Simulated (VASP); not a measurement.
Wanted: the native input for a VASP 6.6.1 run.

| Property | Result |
| --- | --- |
| Task | single point |
| Functional | PBE |
| Potentials or basis | VASP PAW PBE potentials, release 64 (K_sv, Cl) |
| Cutoff | 520 eV |
| k mesh | 6 × 6 × 6 |
| Occupations | gaussian, width 0.05 eV |
| Spin | no spin polarisation |
| Dipole correction | no |
| Further INCAR settings | ALGO = Normal; EDIFF = 1e-07; NBANDS = 15 |

The structure of KCl lies in POSCAR:

```
KCl
1.0
    0.0000000000      3.2034415000      3.1561000000
    3.2034415000      0.0000000000      3.1561000000
    3.2034415000      3.2034415000      0.0000000000
K Cl
1 1
Direct
    0.0000000000      0.0000000000      0.0000000000
    0.5000000000      0.5000000000      0.5000000000
```

This cell differs from its parent crystal: strain +0.0150 x Voigt [1, 1, 0, 0, 0, 0].

One way to write it, as run:

INCAR

```
PREC     = Accurate       # precision mode
ENCUT    = 520            # plane-wave cutoff, eV
EDIFF    = 1E-7           # SCF threshold, eV
ISMEAR   = 0              # smearing method
SIGMA    = 0.05           # smearing width, eV
LREAL    = False          # projectors in reciprocal space
LASPH    = True           # aspherical terms in the spheres
NELM     = 80             # most SCF steps
ALGO     = Normal         # electronic algorithm
ISIF     = 2              # what is computed and relaxed
LWAVE    = False          # write WAVECAR
LCHARG   = False          # write CHGCAR
GGA      = PE             # functional
NBANDS   = 15             # bands
```

KPOINTS

```
regular mesh
0
Gamma
  6 6 6
```

Potentials or basis: VASP PAW PBE potentials, release 64 (K_sv, Cl).

Run with:

```bash
$ cat potpaw_PBE.64/K_sv/POTCAR potpaw_PBE.64/Cl/POTCAR > POTCAR
$ mpirun -np 1 vasp_std > vasp.out
```

Results of the run:

```
Pressure               : 0.1 GPa
Band gap on the k mesh : 5.05 eV, direct
```

Caveat: the cell differs from its parent crystal (strain +0.0150 x Voigt [1, 1, 0, 0, 0, 0]).

Wall time 30 s on 1 thread of Intel Xeon 6975P-C, with other jobs on the host, peak memory 0.21 GiB.
